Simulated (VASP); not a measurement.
# SiC (P6_3mc) in VASP: settings compared, part 2 of 2

VASP 6.6.1. The steps go on from the part before.

### Step 4. Relaxation of cell and atoms, b88 exchange, pbe correlation

INCAR reads:

```
SYSTEM = SiC
ALGO = Normal
EDIFF = 1E-7
EDIFFG = -0.01
ENCUT = 600
GGA = LIBXC
GGA_COMPAT = .FALSE.
IBRION = 2
ISIF = 3
ISMEAR = -1
LASPH = .TRUE.
LCHARG = .FALSE.
LIBXC1 = GGA_X_B88
LIBXC2 = GGA_C_PBE
LREAL = .FALSE.
LWAVE = .FALSE.
NELM = 120
NELMIN = 4
NSW = 60
PREC = Accurate
SIGMA = 0.05
```

KPOINTS reads:

```
k-points
0
G
  10 10 5
  0 0 0
```

POSCAR reads:

```
SiC
1.0
    3.0760000000      0.0000000000      0.0000000000
   -1.5380000000      2.6638941420      0.0000000000
    0.0000000000      0.0000000000      5.0480000000
Si C
2 2
Direct
    0.6666666667      0.3333333333      0.5000000000
    0.3333333333      0.6666666667      0.0000000000
    0.6666666667      0.3333333333      0.8850000000
    0.3333333333      0.6666666667      0.3850000000
```

Potentials or basis: VASP PAW PBE potentials, release 64 (Si, C).

The run is started by

```sh
$ cat potpaw_PBE.64/Si/POTCAR potpaw_PBE.64/C/POTCAR > POTCAR
$ mpirun -np 1 vasp_std > vasp.out
```

OUTCAR:

```text
SYSTEM = SiC
   EDIFF = 1E-7
   EDIFFG = -0.01
   ENCUT = 600
   GGA = LIBXC
   IBRION = 2
   ISIF = 3
   ISMEAR = -1
   LASPH = .TRUE.
   LREAL = .FALSE.
   NELM = 120
   NELMIN = 4
   NSW = 60
   PREC = Accurate

 ion  position               nearest neighbor table
   1  0.667  0.333  0.500-   4 1.87   4 1.87   4 1.87   3 1.94   2 3.09   2 3.09   2 3.09   2 3.09
                             2 3.09   2 3.09
   2  0.333  0.667  0.000-   3 1.87   3 1.87   3 1.87   4 1.94   1 3.09   1 3.09   1 3.09   1 3.09
                             1 3.09   1 3.09
   3  0.667  0.333  0.885-   2 1.87   2 1.87   2 1.87   1 1.94
   4  0.333  0.667  0.385-   1 1.87   1 1.87   1 1.87   2 1.94

  LATTYP: Found a hexagonal cell.
 ALAT       =     3.0760000000
 C/A-ratio  =     1.6410923277

  Lattice vectors:

 A1 = (   3.0760000000,   0.0000000000,   0.0000000000)
 A2 = (  -1.5380000000,   2.6638941420,   0.0000000000)
 A3 = (   0.0000000000,   0.0000000000,   5.0480000000)

Analysis of symmetry for initial positions (statically):
=====================================================================
 Subroutine PRICEL returns:
 Original cell was already a primitive cell.

 Routine SETGRP: Setting up the symmetry group for a
 hexagonal supercell.

 Subroutine GETGRP returns: Found 12 space group operations
 (whereof  6 operations were pure point group operations)
 out of a pool of 24 trial point group operations.

The static configuration has the point symmetry C_3v.
 The point group associated with its full space group is C_6v.

Analysis of symmetry for dynamics (positions and initial velocities):
=====================================================================
 Subroutine PRICEL returns:
 Original cell was already a primitive cell.

 Routine SETGRP: Setting up the symmetry group for a
 hexagonal supercell.

 Subroutine GETGRP returns: Found 12 space group operations
 (whereof  6 operations were pure point group operations)
 out of a pool of 24 trial point group operations.

The dynamic configuration has the point symmetry C_3v.
[... 141 lines left out ...]
   NGX = 13   NGY = 13   NGZ = 21

--------------------------------------- Ionic step        1  -------------------------------------------

 number of electron      16.0000001 magnetization

 Free energy of the ion-electron system (eV)
  ---------------------------------------------------
  ext. energy  EPLUGINS =         0.00000000
  ---------------------------------------------------
  free energy    TOTEN  =       -29.67049451 eV

  energy without entropy =      -29.67049451  energy(sigma->0) =      -29.67049451

------------------------ aborting loop because EDIFF is reached ----------------------------------------

  FORCE on cell =-STRESS in cart. coord.  units (eV):
  Direction    XX          YY          ZZ          XY          YZ          ZX
  --------------------------------------------------------------------------------------
  -------------------------------------------------------------------------------------
  Total        1.3479322      1.3479322      0.1217572      0.0000000      0.0000000      0.0000000
  in kB       52.2102764     52.2102764      4.7160959      0.0000000      0.0000000      0.0000000
  external PRESSURE =      36.3788829 kB  Pullay stress =       0.0000000 kB
[... 215 lines left out ...]
--------------------------------------- Ionic step        7  -------------------------------------------

 number of electron      16.0000000 magnetization

 Free energy of the ion-electron system (eV)
  ---------------------------------------------------
  ext. energy  EPLUGINS =         0.00000000
  ---------------------------------------------------
  free energy    TOTEN  =       -29.71332958 eV

  energy without entropy =      -29.71332958  energy(sigma->0) =      -29.71332958

 E-fermi :   9.0364     XC(G=0): -11.3058

 val. band max:        8.0618064884   @ k =   0.0000   0.0000   0.0000
 cond. band min:      10.5208141133   @ k =   0.3000   0.3000   0.0000
 fundamental gap:      2.4590076249
 Fermi energy:         9.0364410381

 k-point     1 :       0.0000    0.0000    0.0000
  band No.  band energies     occupation
      1      -7.3811      2.00000
      2      -3.8781      2.00000
      3      -0.5394      2.00000
      4       6.7552      2.00000
      5       6.7552      2.00000
      6       7.9506      2.00000
      7       8.0618      2.00000
      8       8.0618      2.00000
      9      12.7440      0.00000
     10      14.0972      0.00000
     11      14.6473      0.00000
     12      14.6473      0.00000
[... 331 lines left out ...]
 k-point    24 :       0.4000    0.1000    0.2000
  band No.  band energies     occupation
      1      -4.0842      2.00000
      2      -2.5897      2.00000
      3       0.0311      2.00000
      4       1.5081      2.00000
      5       3.4201      2.00000
      6       4.3622      2.00000
      7       5.6114      2.00000
      8       6.0726      2.00000
      9      11.7057      0.00000
     10      12.0812      0.00000
     11      14.9490      0.00000
     12      15.3186      0.00000

 [... further k-points ...]
[... 5 lines left out ...]
  --------------------------------------------------------------------------------------
  -------------------------------------------------------------------------------------
  Total       -0.0000089     -0.0000089     -0.0009287      0.0000000      0.0000000      0.0000000
  in kB       -0.0003394     -0.0003394     -0.0354238      0.0000000      0.0000000      0.0000000
  external PRESSURE =      -0.0120342 kB  Pullay stress =       0.0000000 kB
[... 19 lines left out ...]
  FREE ENERGIE OF THE ION-ELECTRON SYSTEM (eV)
  ---------------------------------------------------
  free  energy   TOTEN  =       -29.7133295759 eV

  energy  without entropy=      -29.7133295758  energy(sigma->0) =      -29.71332958

 reached required accuracy - stopping structural energy minimisation
```

OSZICAR:

```text
N       E                     dE             d eps       ncg     rms          rms(c)
DAV:   1     0.401321655259E+02    0.40132E+02   -0.81298E+03  1008   0.134E+03
DAV:   2    -0.300772196188E+02   -0.70209E+02   -0.64366E+02  1440   0.198E+02
DAV:   3    -0.334203708301E+02   -0.33432E+01   -0.33243E+01  1316   0.434E+01
[... 55 lines left out ...]
       N       E                     dE             d eps       ncg     rms          rms(c)
DAV:   1    -0.297133319086E+02   -0.10969E-04   -0.58644E-04  1152   0.209E-01    0.111E-02
DAV:   2    -0.297133307439E+02    0.11647E-05   -0.13442E-05  1272   0.321E-02    0.551E-03
DAV:   3    -0.297133295870E+02    0.11568E-05   -0.17457E-06  1248   0.122E-02    0.144E-03
DAV:   4    -0.297133295759E+02    0.11164E-07   -0.50203E-07  1100   0.515E-03
   7 F= -.29713330E+02 E0= -.29713330E+02  d E =-.103651E-04
```

CONTCAR:

```text
SiC
   1.00000000000000
     3.0916209735794213    0.0000000000000000    0.0000000000000000
    -1.5458104867897107    2.6774223019510086   -0.0000000000000000
     0.0000000000000000    0.0000000000000000    5.0744110365467181
  Si              C
     2     2
Direct
     0.6666666667000030    0.3333333332999970    0.5045912345693829
     0.3333333332999970    0.6666666667000030    0.0045912345693830
     0.6666666667000030    0.3333333332999970    0.8804087654306151
     0.3333333332999970    0.6666666667000030    0.3804087654306150

  0.00000000E+00  0.00000000E+00  0.00000000E+00
  0.00000000E+00  0.00000000E+00  0.00000000E+00
  0.00000000E+00  0.00000000E+00  0.00000000E+00
  0.00000000E+00  0.00000000E+00  0.00000000E+00
```

Wall time 2.5 min (1 thread of Intel Xeon Platinum 8375C at 2.90GHz (Ice Lake), shared host); peak memory 0.18 GiB.

What came out:

```
Free energy                           : -29.7133 eV
Relaxed volume                        : 10.50 Å³/atom
Relaxed cell                          : a = 3.092 Å, b = 3.092 Å, c = 5.074 Å, α = 90.00°, β = 90.00°, γ = 120.00°
Space group after relaxing (to 0.1 Å) : P6_3mc (No. 186)
Energy gained by relaxing             : 10.7 meV/atom
Ionic steps                           : 7
Pressure after relaxing               : 0.0 GPa
Band gap on the k mesh                : 2.46 eV (least direct gap 3.95 eV)
```

The path:
```
step  energy change (eV)  largest force (eV/Å)  pressure (GPa)  volume (Å³)
   1              0.0000                0.7535            3.64        41.36
   2             -0.0036                0.6220           -3.55        42.78
   3             -0.0397                0.0838           -0.46        42.09
   4             -0.0428                0.0261            0.05        41.99
   5             -0.0428                0.0123           -0.01        42.01
   6             -0.0428                0.0110            0.01        42.00
   7             -0.0428                0.0001            0.00        42.00
```

Final structure:
```
Si C
1.0
     3.09162    0.00000    0.00000
    -1.54581    2.67742    0.00000
     0.00000    0.00000    5.07441
Si C
2 2
Cartesian
  1.5458 0.8925 2.5605
  0.0000 1.7849 0.0233
  1.5458 0.8925 4.4676
  0.0000 1.7849 1.9304
```

Caveat: the PAW data sets were made with another functional, which shifts forces and pressure a little; an odd mesh through Γ misses points on the zone boundary, where band edges can lie. Zero-point motion and thermal expansion aren't in these numbers.

### Step 5. Single point, SVWN5

This run uses another cell than the first one, of 9.93 Å³/atom.

INCAR reads:

```
SYSTEM = SiC
  PREC = Accurate
  ENCUT = 910
  EDIFF = 1E-6
  ISMEAR = -1
  SIGMA = 0.05
  LREAL = .FALSE.
  LASPH = .TRUE.
  NELM = 120
  ALGO = Normal
  ISIF = 2
  LWAVE = .FALSE.
  LCHARG = .FALSE.
  GGA = VW
  NBANDS = 16
  GGA_COMPAT = .FALSE.
```

KPOINTS reads:

```
Automatic mesh
0
G
  10 10 5
  0 0 0
```

POSCAR reads:

```
SiC
1.0
    3.0344273363      0.0000000000      0.0000000000
   -1.5172136681      2.6278911591      0.0000000000
    0.0000000000      0.0000000000      4.9797754205
Si C
2 2
Direct
    0.6666666667      0.3333333333      0.5000000000
    0.3333333333      0.6666666667      0.0000000000
    0.6666666667      0.3333333333      0.8850000000
    0.3333333333      0.6666666667      0.3850000000
```

Potentials or basis: VASP PAW PBE potentials, release 64 (Si, C_h).

The run is started by

```sh
$ cat potpaw_PBE.64/Si/POTCAR potpaw_PBE.64/C_h/POTCAR > POTCAR
$ mpirun -np 1 vasp_std > vasp.out
```

It took 43 s on 1 thread of AMD EPYC 7R43 (Zen 3), shared host; peak memory 0.16 GiB.

The run converged. Its results:

| Property | Result |
| --- | --- |
| Free energy | -33.1432 eV |
| Pressure | 6.6 GPa |
| Largest force | 0.810 eV/Å |
| Band gap on the k mesh | 2.30 eV (least direct gap 4.08 eV) |

Forces on the atoms (eV/Å):
```
Si   0.000  0.000  0.810
Si   0.000  0.000  0.810
C    0.000  0.000 -0.810
C    0.000  0.000 -0.810
```

Stress tensor (GPa, compression positive):
```
8.64 0.00 0.00
0.00 8.64 0.00
0.00 0.00 2.48
```

Levels at points of the mesh, in eV from the valence-band top:
```
           k point  band 4  band 5  band 6  band 7  band 8  band 9  band 10  band 11  band 12  band 13
(0.00, 0.00, 0.00)   -1.58   -1.58   -0.27   -0.27    0.00    4.95     6.44     6.64     6.64     7.84
(0.50, 0.00, 0.00)   -6.64   -5.61   -3.64   -3.42   -1.50    2.58     4.19     6.99     7.29     9.98
```

Caveat: the cutoff is under 1.25 times the usual one of these potentials, so pressure, stress and relaxed cells hold a basis-set (Pulay) error; the cell stands under pressure; the PAW data sets were made with another functional, which shifts forces and pressure a little; an odd mesh through Γ misses points on the zone boundary, where band edges can lie.

### Step 6. Single point, B3LYP5

POSCAR reads:

```
SiC
1.0
    3.0760000000      0.0000000000      0.0000000000
   -1.5380000000      2.6638941420      0.0000000000
    0.0000000000      0.0000000000      5.0480000000
Si C
2 2
Direct
    0.6666666667      0.3333333333      0.5000000000
    0.3333333333      0.6666666667      0.0000000000
    0.6666666667      0.3333333333      0.8850000000
    0.3333333333      0.6666666667      0.3850000000
```

INCAR.step1 reads:

```
ALGO = Normal
EDIFF = 1E-5
ENCUT = 520
GGA = PE
ISIF = 2
ISMEAR = -1
LASPH = T
LCHARG = F
LREAL = F
LWAVE = T
NBANDS = 16
NELM = 80
PREC = Accurate
SIGMA = 0.05
```

INCAR.step2 reads:

```
AEXX = 0.2
AGGAC = 0.81
AGGAX = 0.72
ALDAC = 0.19
ALGO = Normal
EDIFF = 1E-6
ENCUT = 520
GGA = B5
ISIF = 2
ISMEAR = -1
ISTART = 1
LASPH = T
LCHARG = F
LHFCALC = T
LREAL = F
LWAVE = F
NBANDS = 16
NELM = 80
PREC = Accurate
PRECFOCK = Normal
SIGMA = 0.05
```

KPOINTS reads:

```
k-points
0
Gamma
  6 6 3
```

Potentials or basis: VASP PAW PBE potentials, release 64 (Si, C).

The run is started by

```sh
$ cat potpaw_PBE.64/Si/POTCAR potpaw_PBE.64/C/POTCAR > POTCAR
$ cp INCAR.step1 INCAR
$ mpirun -np 1 vasp_std > vasp.out
$ cp INCAR.step2 INCAR
$ mpirun -np 1 vasp_std > vasp.out
```

It took 11 min on 1 thread of Intel Xeon Platinum 8259CL at 2.50GHz (Skylake/Cascade Lake), shared host; peak memory 0.17 GiB.

Results (log left out):

- Free energy: -33.0885 eV
- Pressure: 3.6 GPa
- Largest force: 0.777 eV/Å
- Band gap on the k mesh: 3.97 eV (least direct gap 5.84 eV)

Forces on the atoms (eV/Å):
```
Si   0.000  0.000  0.777
Si   0.000  0.000  0.777
C    0.000  0.000 -0.777
C    0.000  0.000 -0.777
```

Stress tensor (GPa, compression positive):
```
4.89 0.00 0.00
0.00 4.89 0.00
0.00 0.00 1.04
```

Levels at points of the mesh, in eV from the valence-band top:
| k point | band 4 | band 5 | band 6 | band 7 | band 8 | band 9 | band 10 | band 11 | band 12 | band 13 |
| --- | --- | --- | --- | --- | --- | --- | --- | --- | --- | --- |
| (0.00, 0.00, 0.00) | -1.70 | -1.70 | -0.32 | -0.32 | 0.00 | 6.29 | 7.80 | 8.18 | 8.18 | 9.30 |
| (0.50, 0.00, 0.00) | -7.05 | -5.76 | -3.80 | -3.34 | -1.64 | 4.21 | 5.86 | 8.49 | 8.99 | 11.57 |

Caveat: the cell stands under pressure; the PAW data sets were made with another functional, which shifts forces and pressure a little; an odd mesh through Γ misses points on the zone boundary, where band edges can lie.

### Step 7. The runs side by side

```tsv
task	level	potentials or basis	cell	k mesh	cutoff (eV)	grid for exact exchange (PRECFOCK)	share of exact exchange	screening parameter	gap on the mesh (eV)	pressure (GPa)	largest force (eV/Å)
single point	PBE-based screened hybrid with 25 % exact exchange	VASP PAW PBE potentials, release 64 (Si, C)	a = 3.076, b = 3.076, c = 5.048 Å, angles 90.0, 90.0, 120.0°, 4 atoms, atomic positions A	5 × 5 × 3	520	Normal	0.25	0.3 1/Å	3.55	-1.0	0.76
single point	b88 exchange, pbe correlation	VASP PAW PBE potentials, release 64 (Si, C)	a = 3.092, b = 3.092, c = 5.076 Å, angles 90.0, 90.0, 120.0°, 4 atoms, atomic positions B	10 × 10 × 5	600	-	-	-	2.46	-0.2	-
relaxation of cell and atoms	b88 exchange, pbe correlation	VASP PAW PBE potentials, release 64 (Si, C)	relaxed from a = 3.076, b = 3.076, c = 5.048 Å, angles 90.0, 90.0, 120.0°, 4 atoms, atomic positions A	10 × 10 × 5	600	-	-	-	2.46	0.0	-
single point	SVWN5	VASP PAW PBE potentials, release 64 (Si, C_h)	a = 3.034, b = 3.034, c = 4.980 Å, angles 90.0, 90.0, 120.0°, 4 atoms, atomic positions A	10 × 10 × 5	910	-	-	-	2.30	6.6	0.81
single point	B3LYP5	VASP PAW PBE potentials, release 64 (Si, C)	a = 3.076, b = 3.076, c = 5.048 Å, angles 90.0, 90.0, 120.0°, 4 atoms, atomic positions A	6 × 6 × 3	520	Normal	0.2	-	3.97	3.6	0.78
```

Alike in all rows: no spin polarisation; smearing fermi-dirac 0.05 eV.

Caveats: some runs use coarse meshes; the PAW data sets were made with another functional, which shifts forces and pressure a little; an odd mesh through Γ misses points on the zone boundary, where band edges can lie; the cell stands under pressure (at least some runs); the cutoff is under 1.25 times the usual one of these potentials, so pressure, stress and relaxed cells hold a basis-set (Pulay) error (at least some runs).

Absolute energies hang on the potentials; compare differences alone.
